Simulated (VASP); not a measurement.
# TiSeS3 (Pm-3m) in VASP: a series of runs, part 2 of 2

VASP 6.6.1. Earlier steps stand in the parts before.

## Step 3: Single point, PBE, collinear spin

This run uses another cell than the first one, of 20.70 Å³/atom.

The input, INCAR:

```
ALGO     = Normal         # electronic algorithm
EDIFF    = 1E-6           # SCF threshold, eV
ENCUT    = 520            # plane-wave cutoff, eV
GGA      = PE             # functional
ISIF     = 2              # what is computed and relaxed
ISMEAR   = 0              # smearing method
ISPIN    = 2              # spin polarisation
LASPH    = True           # aspherical terms in the spheres
LCHARG   = False          # write CHGCAR
LMAXMIX  = 4              # l up to which the mixer works
LORBIT   = 11             # projections on sites
LREAL    = False          # projectors in reciprocal space
LWAVE    = False          # write WAVECAR
MAGMOM   = 0.13 0.65 0 0 0 # initial moments
NBANDS   = 30             # bands
NELM     = 150            # most SCF steps
PREC     = Accurate       # precision mode
SIGMA    = 0.1            # smearing width, eV
```

The input, KPOINTS:

```
k-points
0
Gamma
  8 8 8
```

The input, POSCAR:

```
TiSeS3
1.0
    4.6952545554      0.0000000000      0.0000000000
    0.0000000000      4.6952545554      0.0000000000
    0.0000000000      0.0000000000      4.6952545554
Ti Se S
1 1 3
Direct
    0.5000000000      0.5000000000      0.5000000000
    0.0000000000      0.0000000000      0.0000000000
    0.0000000000      0.5000000000      0.5000000000
    0.5000000000      0.0000000000      0.5000000000
    0.5000000000      0.5000000000      0.0000000000
```

Potentials or basis: VASP PAW PBE potentials, release 64 (Ti_sv, Se, S).

On the command line:

```
> cat potpaw_PBE.64/Ti_sv/POTCAR potpaw_PBE.64/Se/POTCAR potpaw_PBE.64/S/POTCAR > POTCAR
> mpirun -np 1 vasp_std > vasp.out
```

OUTCAR:

```text
EDIFF = 1E-6
   ENCUT = 520
   GGA = PE
   ISIF = 2
   ISMEAR = 0
   ISPIN = 2
   LASPH = True
   LORBIT = 11
   LREAL = False
   NELM = 150
   PREC = Accurate

 ion  position               nearest neighbor table
   1  0.500  0.500  0.500-   3 2.35   4 2.35   5 2.35   5 2.35   4 2.35   3 2.35
   2  0.000  0.000  0.000-
   3  0.000  0.500  0.500-   1 2.35   1 2.35
   4  0.500  0.000  0.500-   1 2.35   1 2.35
   5  0.500  0.500  0.000-   1 2.35   1 2.35

  LATTYP: Found a simple cubic cell.
 ALAT       =     4.6952545554

  Lattice vectors:

 A1 = (   4.6952545554,   0.0000000000,   0.0000000000)
 A2 = (   0.0000000000,   4.6952545554,   0.0000000000)
 A3 = (   0.0000000000,   0.0000000000,   4.6952545554)

Analysis of symmetry for initial positions (statically):
=====================================================================
[... 1793 lines left out ...]

  FORCE on cell =-STRESS in cart. coord.  units (eV):
  Direction    XX          YY          ZZ          XY          YZ          ZX
  --------------------------------------------------------------------------------------
  -------------------------------------------------------------------------------------
  Total       -0.0223952     -0.0223952     -0.0223952     -0.0000000     -0.0000000      0.0000000
  in kB       -0.3466468     -0.3466468     -0.3466468     -0.0000000     -0.0000000      0.0000000
  external PRESSURE =      -0.3466468 kB  Pullay stress =       0.0000000 kB

 VOLUME and BASIS-vectors are now :
 -----------------------------------------------------------------------------
  energy-cutoff  :      520.00
  volume of cell :      103.51
      direct lattice vectors                 reciprocal lattice vectors
     4.695254555  0.000000000  0.000000000     0.212980998  0.000000000  0.000000000
     0.000000000  4.695254555  0.000000000     0.000000000  0.212980998  0.000000000
     0.000000000  0.000000000  4.695254555     0.000000000  0.000000000  0.212980998

 POSITION                                       TOTAL-FORCE (eV/Angst)
 -----------------------------------------------------------------------------------
      2.34763      2.34763      2.34763         0.000000      0.000000      0.000000
      0.00000      0.00000      0.00000         0.000000      0.000000      0.000000
      0.00000      2.34763      2.34763         0.000000      0.000000      0.000000
      2.34763      0.00000      2.34763         0.000000      0.000000      0.000000
      2.34763      2.34763      0.00000         0.000000      0.000000      0.000000
 -----------------------------------------------------------------------------------
    total drift:                                0.000000      0.000000      0.000000

  FREE ENERGIE OF THE ION-ELECTRON SYSTEM (eV)
  ---------------------------------------------------
  free  energy   TOTEN  =       -23.9135964742 eV

  energy  without entropy=      -23.8877995291  energy(sigma->0) =      -23.90069800

 total charge

# of ion       s       p       d       tot
------------------------------------------
    1        2.199   6.208   1.882  10.289
    2        1.528   1.981   0.016   3.525
    3        1.372   2.293   0.000   3.665
    4        1.372   2.293   0.000   3.665
    5        1.372   2.293   0.000   3.665
--------------------------------------------------
tot          7.843  15.068   1.898  24.809

 magnetization (x)

# of ion       s       p       d       tot
------------------------------------------
    1        0.000   0.000   0.000   0.000
    2        0.000   0.001   0.000   0.001
    3       -0.000  -0.000   0.000  -0.000
    4       -0.000  -0.000   0.000  -0.000
    5       -0.000  -0.000   0.000  -0.000
--------------------------------------------------
tot          0.000  -0.000   0.000   0.000
```

OSZICAR:

```text
N       E                     dE             d eps       ncg     rms          rms(c)
DAV:   1     0.303806793939E+03    0.30381E+03   -0.16159E+04  4200   0.114E+03
DAV:   2     0.720800736294E+01   -0.29660E+03   -0.28312E+03  4428   0.302E+02
[... 13 lines left out ...]
DAV:  16    -0.239135792003E+02    0.38947E-04   -0.14093E-04  6162   0.621E-02    0.151E-02
DAV:  17    -0.239135872067E+02   -0.80064E-05   -0.24302E-05  5412   0.230E-02    0.144E-02
DAV:  18    -0.239135912260E+02   -0.40193E-05   -0.78418E-06  5038   0.120E-02    0.860E-03
DAV:  19    -0.239135948702E+02   -0.36442E-05   -0.10364E-05  5434   0.134E-02    0.421E-03
DAV:  20    -0.239135963354E+02   -0.14652E-05   -0.62168E-06  4802   0.103E-02    0.325E-03
DAV:  21    -0.239135964742E+02   -0.13878E-06   -0.20119E-06  3176   0.608E-03
   1 F= -.23913596E+02 E0= -.23900698E+02  d E =-.257969E-01  mag=     0.0002
```

It took 2.9 min on 1 thread of Intel Xeon Platinum 8488C (Sapphire Rapids), shared host; peak memory 0.34 GiB.

Results:

```
Free energy                                           : -23.9136 eV
Pressure                                              : 0.0 GPa
Band gap on the k mesh                                : zero (filled and empty bands overlap)
Net moment                                            : 0.00 μB per cell
Valence electrons inside the program's atomic spheres : Ti 10.29; Se 3.52; S 3.67
```

Levels at points of the mesh, in eV from the Fermi level:
Spin up:
| k point | band 14 | band 15 | band 16 | band 17 | band 18 | band 19 | band 20 | band 21 | band 22 | band 23 |
| --- | --- | --- | --- | --- | --- | --- | --- | --- | --- | --- |
| (0.00, 0.00, 0.00) | -1.17 | -1.04 | -1.04 | -1.04 | 0.17 | 0.17 | 0.17 | 1.19 | 1.19 | 1.19 |
| (0.50, 0.00, 0.00) | -1.76 | -1.60 | -1.14 | -0.55 | -0.55 | -0.12 | -0.12 | 0.23 | 1.67 | 2.23 |
| (0.50, 0.50, 0.00) | -2.61 | -2.61 | -2.57 | -1.22 | 0.33 | 0.77 | 0.77 | 2.11 | 2.11 | 2.33 |
| (0.50, 0.50, 0.50) | -3.71 | 0.22 | 0.22 | 0.22 | 0.38 | 0.38 | 0.38 | 2.91 | 2.91 | 2.91 |
Spin down:
```csv
k point,band 16,band 17,band 18,band 19,band 20,band 21
"(0.00, 0.00, 0.00)",-1.04,-1.04,0.18,0.18,0.18,1.19
"(0.50, 0.00, 0.00)",-1.14,-0.55,-0.55,-0.12,-0.12,0.23
"(0.50, 0.50, 0.00)",-2.57,-1.22,0.33,0.77,0.77,2.11
"(0.50, 0.50, 0.50)",0.22,0.22,0.38,0.38,0.38,2.91
```
